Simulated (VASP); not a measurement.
# Si2Ni (Fm-3m) in VASP: single point with LDA

Aim: the single point of Si2Ni with LDA.

All numbers are computed with VASP 6.6.1; they aren't measurements. Logs are shortened: lines on timing, memory, paths and dates and some standing lists are left out, and cuts for length are marked.

### Step 1. The cell of the first run

Symmetry: Fm-3m, No. 225, cubic system. Conventional cell: a = 5.395 Å, b = 5.395 Å, c = 5.395 Å, α = 90.00°, β = 90.00°, γ = 90.00°. Within 3.1 Å of Si (site symmetry -43m) lie 4 Ni at 2.34 Å and 6 Si at 2.70 Å. Ni (site symmetry m-3m) has 8 Si at 2.34 Å within 3.1 Å.

### Step 2. Single point, LDA

Input file INCAR:

```
SYSTEM = Si2Ni
PREC = Accurate
ENCUT = 520
EDIFF = 1E-7
ISMEAR = 0
SIGMA = 0.05
LREAL = .FALSE.
LASPH = .TRUE.
NELM = 60
ALGO = Normal
ISIF = 2
LWAVE = .FALSE.
LCHARG = .FALSE.
GGA = CA
NBANDS = 16
```

Input file KPOINTS:

```
Automatic mesh
0
G
  12 12 12
  0 0 0
```

Input file POSCAR:

```
Si2Ni
1.0
    0.0000000000      2.6975011173      2.6975011173
    2.6975011173      0.0000000000      2.6975011173
    2.6975011173      2.6975011173      0.0000000000
Si Ni
2 1
Direct
    0.2500000000      0.2500000000      0.2500000000
    0.7500000000      0.7500000000      0.7500000000
    0.0000000000      0.0000000000      0.0000000000
```

Potentials or basis: VASP PAW LDA potentials, release 64 (Si, Ni).

Command:

```sh
> cat potpaw_LDA.64/Si/POTCAR potpaw_LDA.64/Ni/POTCAR > POTCAR
> mpirun -np 1 vasp_std > vasp.out
```

OUTCAR:

```text
SYSTEM = Si2Ni
   PREC = Accurate
   ENCUT = 520
   EDIFF = 1E-7
   ISMEAR = 0
   LREAL = .FALSE.
   LASPH = .TRUE.
   NELM = 60
   ISIF = 2
   GGA = CA

 ion  position               nearest neighbor table
   1  0.250  0.250  0.250-   3 2.34   3 2.34   3 2.34   3 2.34   2 2.70   2 2.70   2 2.70   2 2.70
                             2 2.70   2 2.70
   2  0.750  0.750  0.750-   3 2.34   3 2.34   3 2.34   3 2.34   1 2.70   1 2.70   1 2.70   1 2.70
                             1 2.70   1 2.70
   3  0.000  0.000  0.000-   2 2.34   2 2.34   2 2.34   1 2.34   2 2.34   1 2.34   1 2.34   1 2.34

  LATTYP: Found a face centered cubic cell.
 ALAT       =     5.3950022346

  Lattice vectors:

 A1 = (   0.0000000000,   2.6975011173,   2.6975011173)
 A2 = (   2.6975011173,   0.0000000000,   2.6975011173)
 A3 = (   2.6975011173,   2.6975011173,   0.0000000000)

Analysis of symmetry for initial positions (statically):
=====================================================================
 Subroutine PRICEL returns:
 Original cell was already a primitive cell.

 Routine SETGRP: Setting up the symmetry group for a
 face centered cubic supercell.

 Subroutine GETGRP returns: Found 48 space group operations
 (whereof 48 operations were pure point group operations)
 out of a pool of 48 trial point group operations.

The static configuration has the point symmetry O_h .

Analysis of symmetry for dynamics (positions and initial velocities):
=====================================================================
 Subroutine PRICEL returns:
 Original cell was already a primitive cell.

 Routine SETGRP: Setting up the symmetry group for a
 face centered cubic supercell.

 Subroutine GETGRP returns: Found 48 space group operations
 (whereof 48 operations were pure point group operations)
 out of a pool of 48 trial point group operations.

The dynamic configuration has the point symmetry O_h .

 Subroutine INISYM returns: Found 48 space group operations
 (whereof 48 operations are pure point group operations),
 and found     1 'primitive' translations

----------------------------------------------------------------------------------------

                                     Primitive cell

  volume of cell :      39.2568

  direct lattice vectors                    reciprocal lattice vectors
     0.000000000  2.697501117  2.697501117    -0.185356735  0.185356735  0.185356735
     2.697501117  0.000000000  2.697501117     0.185356735 -0.185356735  0.185356735
     2.697501117  2.697501117  0.000000000     0.185356735  0.185356735 -0.185356735

  length of vectors
     3.814842665  3.814842665  3.814842665     0.321047283  0.321047283  0.321047283

  position of ions in fractional coordinates (direct lattice)
     0.250000000  0.250000000  0.250000000
     0.750000000  0.750000000  0.750000000
     0.000000000  0.000000000  0.000000000

  ion indices of the primitive-cell ions
   primitive index   ion index
                 1           1
                 2           2
                 3           3

----------------------------------------------------------------------------------------

 KPOINTS: Automatic mesh

Automatic generation of k-mesh.
 Grid dimensions read from file:
 generate k-points for:   12   12   12

 Generating k-lattice:

  Cartesian coordinates                     Fractional coordinates (reciprocal lattice)
    -0.015446395  0.015446395  0.015446395     0.083333333  0.000000000  0.000000000
     0.015446395 -0.015446395  0.015446395     0.000000000  0.083333333  0.000000000
     0.015446395  0.015446395 -0.015446395     0.000000000  0.000000000  0.083333333

  Length of vectors
     0.026753940  0.026753940  0.026753940

  Shift w.r.t. Gamma in fractional coordinates (k-lattice)
     0.000000000  0.000000000  0.000000000

 Subroutine IBZKPT returns following result:
 ===========================================

 Found     72 irreducible k-points:

 Following reciprocal coordinates:
            Coordinates               Weight
  0.000000  0.000000  0.000000      1.000000
  0.083333  0.000000  0.000000      8.000000
  0.166667  0.000000  0.000000      8.000000
  0.250000  0.000000  0.000000      8.000000
  0.333333  0.000000  0.000000      8.000000
  0.416667  0.000000  0.000000      8.000000
[... 16 lines left out ...]
  0.500000  0.166667  0.000000     24.000000
 -0.416667  0.166667  0.000000     24.000000
 [... further k-points ...]
   k-points           NKPTS =     72   k-points in BZ     NKDIM =     72   number of bands    NBANDS=     16
   number of dos      NEDOS =    301   number of ions     NIONS =      3
   total plane-waves  NPLWV =  21952
   dimension x,y,z NGX =    28 NGY =   28 NGZ =   28
   dimension x,y,z NGXF=    56 NGYF=   56 NGZF=   56
   ions per type =               2   1
   NGX,Y,Z   is equivalent  to a cutoff of  12.20, 12.20, 12.20 a.u.
   NGXF,Y,Z  is equivalent  to a cutoff of  24.40, 24.40, 24.40 a.u.
 SYSTEM =  Si2Ni
   PREC   = accura    normal or accurate (medium, high low for compatibility)
   ISTART =      0    job   : 0-new  1-cont  2-samecut
   ICHARG =      2    charge: 1-file 2-atom 10-const
   ISPIN  =      1    spin polarized calculation?
   LNONCOLLINEAR =      F non collinear calculations
   LSORBIT =      F    spin-orbit coupling
   LASPH  =      T    aspherical Exc in radial PAW
   ENCUT  =  520.0 eV  38.22 Ry    6.18 a.u.   7.09  7.09  7.09*2*pi/ulx,y,z
   NELM   =     60;   NELMIN=  2; NELMDL= -5     # of ELM steps
   EDIFF  = 0.1E-06   stopping-criterion for ELM
   LREAL  =      F    real-space projection
   EDIFFG = 0.1E-05   stopping-criterion for IOM
   NSW    =      0    number of steps for IOM
   IBRION =     -1    ionic relax: 0-MD 1-quasi-New 2-CG
   NFREE  =      0    steps in history (QN), initial steepest desc. (CG)
   ISIF   =      2    stress and relaxation
   ISYM   =      2    0-nonsym 1-usesym 2-fastsym
   POTIM  = 0.5000    time-step for ionic-motion
   TEBEG  =    0.0;   TEEND  =   0.0 temperature during run
   PSTRESS=    0.0 pullay stress
   NELECT =      18.0000    total number of electrons
   NUPDOWN=      -1.0000    fix difference up-down
   EMIN   =  10.00;   EMAX   =-10.00  energy-range for DOS
   EFERMI =   0.00;   METHOD = LEGACY
   ISMEAR =     0;   SIGMA  =   0.05  broadening in eV -4-tet -1-fermi 0-gaus
   EFERMI_NEDOS =   21; number of points for ismear=-14 and -15
   IALGO  =     38    algorithm
   IMIX   =      4    mixing-type and parameters
     AMIX     =   0.40;   BMIX     =  1.00
     AMIX_MAG =   1.60;   BMIX_MAG =  1.00
  volume/ion in A,a.u.               =      13.09        88.31
  Fermi-wavevector in a.u.,A,eV,Ry     =   1.262391  2.385574 21.682681  1.593632
  Thomas-Fermi vector in A             =   2.395802
   LORBIT       =      0    0 simple, 1 ext, 2 COOP (PROOUT), +10 PAW based schemes
   GGA     = CA    functional components
   LHFCALC =     F    Hartree Fock is set to
   AEXX    =    0.0000 exact exchange contribution
   IVDW    =     0    specifies the selected vdW correction
   LEPSILON=     F    determine dielectric tensor
   LRPA    =     F    only Hartree local field effects (RPA)
 non-spin polarized calculation
 Gauss-broadening in eV      SIGMA  =   0.05
  energy-cutoff  :      520.00
  volume of cell :       39.26
 maximum number of plane-waves:      1067
   NGX = 15   NGY = 15   NGZ = 15

 number of electron      17.9999996 magnetization

 Free energy of the ion-electron system (eV)
  ---------------------------------------------------
  ext. energy  EPLUGINS =         0.00000000
  ---------------------------------------------------
  free energy    TOTEN  =       -19.88608112 eV

  energy without entropy =      -19.88477321  energy(sigma->0) =      -19.88542716

 E-fermi :  10.4093     XC(G=0): -11.7852

 val. band max:       10.4010635750   @ k =   0.4167   0.3333   0.0833
 cond. band min:      10.4135956617   @ k =   0.5000   0.3333   0.0000
 fundamental gap:      0.0125320867
 Fermi energy:        10.4092769421

 k-point     1 :       0.0000    0.0000    0.0000
  band No.  band energies     occupation
      1      -3.4204      2.00000
      2       5.1729      2.00000
      3       5.1729      2.00000
      4       5.1729      2.00000
      5       6.8767      2.00000
      6       6.8767      2.00000
[... 8 lines left out ...]
     15      15.1436      0.00000
     16      15.1436      0.00000

 k-point     2 :       0.0833    0.0000    0.0000
  band No.  band energies     occupation
      1      -3.3171      2.00000
      2       4.9680      2.00000
      3       5.2058      2.00000
      4       5.2058      2.00000
      5       6.8573      2.00000
      6       6.8573      2.00000
[... 8 lines left out ...]
     15      14.7830      0.00000
     16      14.9608      0.00000

 k-point     3 :       0.1667    0.0000    0.0000
  band No.  band energies     occupation
      1      -3.0090      2.00000
      2       4.3920      2.00000
      3       5.2959      2.00000
      4       5.2959      2.00000
      5       6.8160      2.00000
      6       6.8160      2.00000
[... 8 lines left out ...]
     15      14.8856      0.00000
     16      15.3870      0.00000

 k-point     4 :       0.2500    0.0000    0.0000
  band No.  band energies     occupation
      1      -2.5017      2.00000
      2       3.5172      2.00000
      3       5.4155      2.00000
      4       5.4155      2.00000
      5       6.7972      2.00000
      6       6.7972      2.00000
[... 8 lines left out ...]
     15      15.9109      0.00000
     16      16.5821      0.00000
[... 324 lines left out ...]
 k-point    22 :       0.4167    0.1667    0.0000
  band No.  band energies     occupation
      1      -1.1885      2.00000
      2       2.2637      2.00000
      3       5.3234      2.00000
      4       5.5250      2.00000
      5       6.1119      2.00000
      6       6.9126      2.00000
[... 8 lines left out ...]
     15      19.7773      0.00000
     16      20.1396      0.00000

 k-point    23 :       0.5000    0.1667    0.0000
  band No.  band energies     occupation
      1      -0.3022      2.00000
      2       1.1917      2.00000
      3       5.1460      2.00000
      4       5.6464      2.00000
      5       6.0676      2.00000
      6       6.8783      2.00000
[... 8 lines left out ...]
     15      19.9157      0.00000
     16      20.4106      0.00000

 k-point    24 :      -0.4167    0.1667    0.0000
  band No.  band energies     occupation
      1      -0.0025      2.00000
      2       0.8548      2.00000
      3       4.9605      2.00000
      4       5.7598      2.00000
      5       6.1712      2.00000
      6       6.8004      2.00000
[... 8 lines left out ...]
     15      18.4912      0.00000
     16      18.8329      0.00000

 [... further k-points ...]
[... 5 lines left out ...]
  --------------------------------------------------------------------------------------
  -------------------------------------------------------------------------------------
  Total       -0.9563743     -0.9563743     -0.9563743     -0.0000000      0.0000000     -0.0000000
  in kB      -39.0322506    -39.0322506    -39.0322506     -0.0000000      0.0000000     -0.0000000
  external PRESSURE =     -39.0322506 kB  Pullay stress =       0.0000000 kB

 VOLUME and BASIS-vectors are now :
 -----------------------------------------------------------------------------
  energy-cutoff  :      520.00
  volume of cell :       39.26
      direct lattice vectors                 reciprocal lattice vectors
     0.000000000  2.697501117  2.697501117    -0.185356735  0.185356735  0.185356735
     2.697501117  0.000000000  2.697501117     0.185356735 -0.185356735  0.185356735
     2.697501117  2.697501117  0.000000000     0.185356735  0.185356735 -0.185356735

 POSITION                                       TOTAL-FORCE (eV/Angst)
 -----------------------------------------------------------------------------------
      1.34875      1.34875      1.34875         0.000000     -0.000000      0.000000
      4.04625      4.04625      4.04625        -0.000000      0.000000     -0.000000
      0.00000      0.00000      0.00000         0.000000     -0.000000     -0.000000
 -----------------------------------------------------------------------------------
    total drift:                               -0.000000     -0.000000      0.000000

  FREE ENERGIE OF THE ION-ELECTRON SYSTEM (eV)
  ---------------------------------------------------
  free  energy   TOTEN  =       -19.8860811207 eV

  energy  without entropy=      -19.8847732073  energy(sigma->0) =      -19.88542716
```

It took 39 s on 1 thread of Intel Xeon Platinum 8488C (Sapphire Rapids), shared host; peak memory 0.17 GiB.

Results:

```
Free energy            : -19.8861 eV
Pressure               : -3.9 GPa
Band gap on the k mesh : zero (band 9 reaches 12.16 eV, above the bottom of band 10 at 9.99 eV)
```

Levels at points of the mesh, in eV from the Fermi level:
```
           k point  band 7  band 8  band 9  band 10  band 11  band 12
(0.00, 0.00, 0.00)   -0.30    1.75    1.75     1.75     2.31     2.31
(0.50, 0.00, 0.00)   -3.36   -1.40   -1.40     1.77     1.86     1.86
(0.50, 0.50, 0.00)   -3.66   -3.45   -3.13    -0.42     1.41     7.83
```
